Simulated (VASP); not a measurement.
# AlN (Cm) in VASP: notebook, part 2 of 2

VASP 6.6.1. The steps go on from the part before.

**4. Single point, PBE (all Al atoms moved +0.175 Å, as atom 1 along Cartesian [1 -1 0])**

Input file INCAR:

```
ALGO = Normal
EDIFF = 1E-6
ENCUT = 520
GGA = PE
ISIF = 2
ISMEAR = 0
LASPH = T
LCHARG = F
LREAL = F
LWAVE = F
NBANDS = 11
NELM = 80
PREC = Accurate
SIGMA = 0.05
```

Input file KPOINTS:

```
k-points
0
Gamma
  10 10 10
```

Input file POSCAR:

```
AlN
1.0
    0.0000000000      2.1839935596      2.1839935596
    2.1839935596      0.0000000000      2.1839935596
    2.1839935596      2.1839935596      0.0000000000
Al N
1 1
Direct
   -0.0566593643      0.0566593643      0.0000000000
    0.7500000000      0.7500000000      0.7500000000
```

Potentials or basis: VASP PAW PBE potentials, release 64 (Al, N).

Command:

```
$ cat potpaw_PBE.64/Al/POTCAR potpaw_PBE.64/N/POTCAR > POTCAR
$ mpirun -np 1 vasp_std > vasp.out
```

OUTCAR:

```text
EDIFF = 1E-6
   ENCUT = 520
   GGA = PE
   ISIF = 2
   ISMEAR = 0
   LASPH = T
   LREAL = F
   NELM = 80
   PREC = Accurate

 ion  position               nearest neighbor table
   1  0.943  0.057  0.000-   2 1.75   2 1.90   2 1.90   2 2.04
   2  0.750  0.750  0.750-   1 1.75   1 1.90   1 1.90   1 2.04

  LATTYP: Found a face centered cubic cell.
 ALAT       =     4.3679871192

  Lattice vectors:

 A1 = (   0.0000000000,   2.1839935596,   2.1839935596)
 A2 = (   2.1839935596,   0.0000000000,   2.1839935596)
 A3 = (   2.1839935596,   2.1839935596,   0.0000000000)

Analysis of symmetry for initial positions (statically):
=====================================================================
 Subroutine PRICEL returns:
 Original cell was already a primitive cell.

 Routine SETGRP: Setting up the symmetry group for a
 face centered cubic supercell.

 Subroutine GETGRP returns: Found  2 space group operations
 (whereof  2 operations were pure point group operations)
 out of a pool of 48 trial point group operations.

The static configuration has the point symmetry C_1h.

Analysis of symmetry for dynamics (positions and initial velocities):
=====================================================================
 Subroutine PRICEL returns:
 Original cell was already a primitive cell.

 Routine SETGRP: Setting up the symmetry group for a
 face centered cubic supercell.

 Subroutine GETGRP returns: Found  2 space group operations
 (whereof  2 operations were pure point group operations)
 out of a pool of 48 trial point group operations.

The dynamic configuration has the point symmetry C_1h.

 Subroutine INISYM returns: Found  2 space group operations
 (whereof  2 operations are pure point group operations),
 and found     1 'primitive' translations

----------------------------------------------------------------------------------------

                                     Primitive cell

  volume of cell :      20.8345

  direct lattice vectors                    reciprocal lattice vectors
     0.000000000  2.183993560  2.183993560    -0.228938404  0.228938404  0.228938404
     2.183993560  0.000000000  2.183993560     0.228938404 -0.228938404  0.228938404
     2.183993560  2.183993560  0.000000000     0.228938404  0.228938404 -0.228938404

  length of vectors
     3.088633312  3.088633312  3.088633312     0.396532948  0.396532948  0.396532948

  position of ions in fractional coordinates (direct lattice)
     0.943340636  0.056659364  0.000000000
     0.750000000  0.750000000  0.750000000

  ion indices of the primitive-cell ions
   primitive index   ion index
                 1           1
                 2           2

----------------------------------------------------------------------------------------

 KPOINTS: k-points

Automatic generation of k-mesh.
 Grid dimensions read from file:
 generate k-points for:   10   10   10

 Generating k-lattice:

  Cartesian coordinates                     Fractional coordinates (reciprocal lattice)
    -0.022893840  0.022893840  0.022893840     0.100000000  0.000000000  0.000000000
     0.022893840 -0.022893840  0.022893840     0.000000000  0.100000000  0.000000000
     0.022893840  0.022893840 -0.022893840     0.000000000  0.000000000  0.100000000

  Length of vectors
     0.039653295  0.039653295  0.039653295

  Shift w.r.t. Gamma in fractional coordinates (k-lattice)
     0.000000000  0.000000000  0.000000000

 Subroutine IBZKPT returns following result:
 ===========================================

 Found    282 irreducible k-points:

 Following reciprocal coordinates:
            Coordinates               Weight
  0.000000  0.000000  0.000000      1.000000
  0.100000  0.000000  0.000000      2.000000
  0.000000  0.100000  0.000000      2.000000
  0.000000  0.000000  0.100000      4.000000
  0.200000  0.000000  0.000000      2.000000
  0.000000  0.200000  0.000000      2.000000
[... 16 lines left out ...]
  0.200000  0.100000  0.200000      4.000000
  0.100000  0.200000  0.000000      2.000000
 [... further k-points ...]
   k-points           NKPTS =    282   k-points in BZ     NKDIM =    282   number of bands    NBANDS=     11
   number of dos      NEDOS =    301   number of ions     NIONS =      2
   total plane-waves  NPLWV =  13824
   dimension x,y,z NGX =    24 NGY =   24 NGZ =   24
   dimension x,y,z NGXF=    48 NGYF=   48 NGZF=   48
   ions per type =               1   1
   NGX,Y,Z   is equivalent  to a cutoff of  12.92, 12.92, 12.92 a.u.
   NGXF,Y,Z  is equivalent  to a cutoff of  25.84, 25.84, 25.84 a.u.
 SYSTEM =  unknown system
   PREC   = accura    normal or accurate (medium, high low for compatibility)
   ISTART =      0    job   : 0-new  1-cont  2-samecut
   ICHARG =      2    charge: 1-file 2-atom 10-const
   ISPIN  =      1    spin polarized calculation?
   LNONCOLLINEAR =      F non collinear calculations
   LSORBIT =      F    spin-orbit coupling
   LASPH  =      T    aspherical Exc in radial PAW
   ENCUT  =  520.0 eV  38.22 Ry    6.18 a.u.   5.74  5.74  5.74*2*pi/ulx,y,z
   NELM   =     80;   NELMIN=  2; NELMDL= -5     # of ELM steps
   EDIFF  = 0.1E-05   stopping-criterion for ELM
   LREAL  =      F    real-space projection
   EDIFFG = 0.1E-04   stopping-criterion for IOM
   NSW    =      0    number of steps for IOM
   IBRION =     -1    ionic relax: 0-MD 1-quasi-New 2-CG
   NFREE  =      0    steps in history (QN), initial steepest desc. (CG)
   ISIF   =      2    stress and relaxation
   ISYM   =      2    0-nonsym 1-usesym 2-fastsym
   POTIM  = 0.5000    time-step for ionic-motion
   TEBEG  =    0.0;   TEEND  =   0.0 temperature during run
   PSTRESS=    0.0 pullay stress
   NELECT =       8.0000    total number of electrons
   NUPDOWN=      -1.0000    fix difference up-down
   EMIN   =  10.00;   EMAX   =-10.00  energy-range for DOS
   EFERMI =   0.00;   METHOD = LEGACY
   ISMEAR =     0;   SIGMA  =   0.05  broadening in eV -4-tet -1-fermi 0-gaus
   EFERMI_NEDOS =   21; number of points for ismear=-14 and -15
   IALGO  =     38    algorithm
   IMIX   =      4    mixing-type and parameters
     AMIX     =   0.40;   BMIX     =  1.00
     AMIX_MAG =   1.60;   BMIX_MAG =  1.00
  volume/ion in A,a.u.               =      10.42        70.30
  Fermi-wavevector in a.u.,A,eV,Ry     =   1.189899  2.248583 19.263943  1.415860
  Thomas-Fermi vector in A             =   2.325996
   LORBIT       =      0    0 simple, 1 ext, 2 COOP (PROOUT), +10 PAW based schemes
   GGA     = PE    functional components
   LHFCALC =     F    Hartree Fock is set to
   AEXX    =    0.0000 exact exchange contribution
   IVDW    =     0    specifies the selected vdW correction
   LEPSILON=     F    determine dielectric tensor
   LRPA    =     F    only Hartree local field effects (RPA)
 non-spin polarized calculation
 Gauss-broadening in eV      SIGMA  =   0.05
  energy-cutoff  :      520.00
  volume of cell :       20.83
 maximum number of plane-waves:       571
   NGX = 11   NGY = 11   NGZ = 11

 number of electron       8.0000000 magnetization

 Free energy of the ion-electron system (eV)
  ---------------------------------------------------
  ext. energy  EPLUGINS =         0.00000000
  ---------------------------------------------------
  free energy    TOTEN  =       -14.60953671 eV

  energy without entropy =      -14.60953671  energy(sigma->0) =      -14.60953671

 E-fermi :   6.7115     XC(G=0): -10.9306

 val. band max:        6.3950413188   @ k =   0.0000   0.0000   0.0000
 cond. band min:       9.2571670552   @ k =   0.5000   0.5000   0.0000
 fundamental gap:      2.8621257364
 Fermi energy:         6.7115475018

 k-point     1 :       0.0000    0.0000    0.0000
  band No.  band energies     occupation
      1      -9.0225      2.00000
      2       5.4966      2.00000
      3       5.9602      2.00000
      4       6.3950      2.00000
      5      10.0942      0.00000
      6      18.4996      0.00000
      7      18.5059      0.00000
      8      18.6265      0.00000
      9      23.4889      0.00000
     10      23.5594      0.00000
     11      24.5052      0.00000
[... 309 lines left out ...]
 k-point    24 :       0.1000    0.2000    0.0000
  band No.  band energies     occupation
      1      -8.4980      2.00000
      2       3.6854      2.00000
      3       5.5595      2.00000
      4       6.0591      2.00000
      5      11.6943      0.00000
      6      17.1217      0.00000
      7      18.5506      0.00000
      8      19.1411      0.00000
      9      19.9576      0.00000
     10      23.1614      0.00000
     11      25.2861      0.00000

 [... further k-points ...]
[... 5 lines left out ...]
  --------------------------------------------------------------------------------------
  -------------------------------------------------------------------------------------
  Total        0.9620996      0.9620996      1.3933134     -0.5812545     -1.2576551      1.2576551
  in kB       73.9854941     73.9854941    107.1458469    -44.6984870    -96.7137167     96.7137172
  external PRESSURE =      85.0389450 kB  Pullay stress =       0.0000000 kB

 VOLUME and BASIS-vectors are now :
 -----------------------------------------------------------------------------
  energy-cutoff  :      520.00
  volume of cell :       20.83
      direct lattice vectors                 reciprocal lattice vectors
     0.000000000  2.183993560  2.183993560    -0.228938404  0.228938404  0.228938404
     2.183993560  0.000000000  2.183993560     0.228938404 -0.228938404  0.228938404
     2.183993560  2.183993560  0.000000000     0.228938404  0.228938404 -0.228938404

 POSITION                                       TOTAL-FORCE (eV/Angst)
 -----------------------------------------------------------------------------------
      0.12374      2.06025      2.18399        -1.915300      1.915300     -0.968116
      3.27599      3.27599      3.27599         1.915300     -1.915300      0.968116
 -----------------------------------------------------------------------------------
    total drift:                                0.000426     -0.000425      0.000174

  FREE ENERGIE OF THE ION-ELECTRON SYSTEM (eV)
  ---------------------------------------------------
  free  energy   TOTEN  =       -14.6095367094 eV

  energy  without entropy=      -14.6095367094  energy(sigma->0) =      -14.60953671
```

stdout:

```text
POSCAR found type information on POSCAR AlN
 POSCAR found :  2 types and       2 ions
 scaLAPACK will be used
 LDA part: xc-table for (Slater+PW92), standard interpolation
 POSCAR, INCAR and KPOINTS ok, starting setup
 FFT: planning ... GRIDC
 FFT: planning ... GRID_SOFT
 FFT: planning ... GRID
 WAVECAR not read
 entering main loop
```

Wall time 91 s (1 thread of AMD EPYC 7R13, shared host); peak memory 0.15 GiB.

What came out:

```
Free energy            : -14.6095 eV
Pressure               : 8.5 GPa
Largest force          : 2.876 eV/Å
Band gap on the k mesh : 2.86 eV (least direct gap 3.70 eV)
```

Forces on the atoms (eV/Å):
```
Al  -1.915  1.915 -0.968
N    1.915 -1.915  0.968
```

Caveat: the cell differs from its parent crystal (all Al atoms moved +0.175 Å, as atom 1 along Cartesian [1 -1 0]); the cell stands under pressure; forces of over 1 eV/Å act on the atoms, so gaps and moduli don't describe the material at rest. A k mesh can miss the band edges.

**5. Single point, PBE (all Al atoms moved +0.125 Å, as atom 1 along Cartesian [1 -1 0])**

Input file INCAR:

```
PREC = Accurate
ENCUT = 520
EDIFF = 1E-6
ISMEAR = 0
SIGMA = 0.05
LREAL = False
LASPH = True
NELM = 80
ALGO = Normal
ISIF = 2
LWAVE = False
LCHARG = False
GGA = PE
NBANDS = 11
```

Input file KPOINTS:

```
Automatic mesh
0
Gamma
  10 10 10
```

Changes to POSCAR since step 4:

```diff
@@ -8,3 +8,3 @@
 Direct
-   -0.0566593643      0.0566593643      0.0000000000
+   -0.0404709745      0.0404709745      0.0000000000
     0.7500000000      0.7500000000      0.7500000000
```

Command:

```
$ cat potpaw_PBE.64/Al/POTCAR potpaw_PBE.64/N/POTCAR > POTCAR
$ mpirun -np 1 vasp_std > vasp.out
```

Wall time 86 s (1 thread of AMD EPYC 7R13, shared host); peak memory 0.15 GiB.

The run converged. Its results:

* Free energy: -14.7242 eV
* Pressure: 6.6 GPa
* Largest force: 1.949 eV/Å
* Band gap on the k mesh: 2.99 eV (least direct gap 3.85 eV)

Forces in eV/Å, atoms in the order of the input:
```
Al  -1.334  1.334 -0.488
N    1.334 -1.334  0.488
```

Stress tensor (GPa, compression positive):
```
 6.03 -2.30  6.62
-2.30  6.03 -6.62
 6.62 -6.62  7.64
```

Levels at points of the mesh, in eV from the valence-band top:
```tsv
k point	band 2	band 3	band 4	band 5	band 6	band 7
(0.00, 0.00, 0.00)	-0.65	-0.32	0.00	3.85	12.22	12.23
(0.50, 0.00, 0.00)	-6.03	-1.08	-0.80	7.14	9.60	10.66
(0.00, 0.50, 0.00)	-6.30	-0.78	-0.53	6.93	9.40	10.82
(0.00, 0.00, 0.50)	-6.17	-1.03	-0.56	7.00	9.50	10.68
(0.50, 0.50, 0.00)	-5.23	-2.08	-2.05	2.99	8.20	13.54
(0.00, 0.50, 0.50)	-5.22	-2.25	-1.92	3.00	8.26	13.54
```

Caveat: the cell differs from its parent crystal (all Al atoms moved +0.125 Å, as atom 1 along Cartesian [1 -1 0]); the cell stands under pressure; forces of over 1 eV/Å act on the atoms, so gaps and moduli don't describe the material at rest. A k mesh can miss the band edges.

**6. The runs side by side**

```tsv
cell	gap on the mesh (eV)	pressure (GPa)	largest force (eV/Å)
as given, atomic positions A	2.80	9.7	3.39
as given, atomic positions B	2.92	7.5	2.40
as given, atomic positions C	2.86	8.5	2.88
as given, atomic positions D	2.99	6.6	1.95
```

Alike in all rows: task single point; level PBE; potentials or basis VASP PAW PBE potentials, release 64 (Al, N); no spin polarisation; k mesh 10 × 10 × 10; cutoff (eV) 520; smearing gaussian 0.05 eV.

Caveats: the cell stands under pressure; forces of over 1 eV/Å act on the atoms, so gaps and moduli don't describe the material at rest.

Total energies depend on the potentials used, so only differences within one code and one set of settings carry meaning.
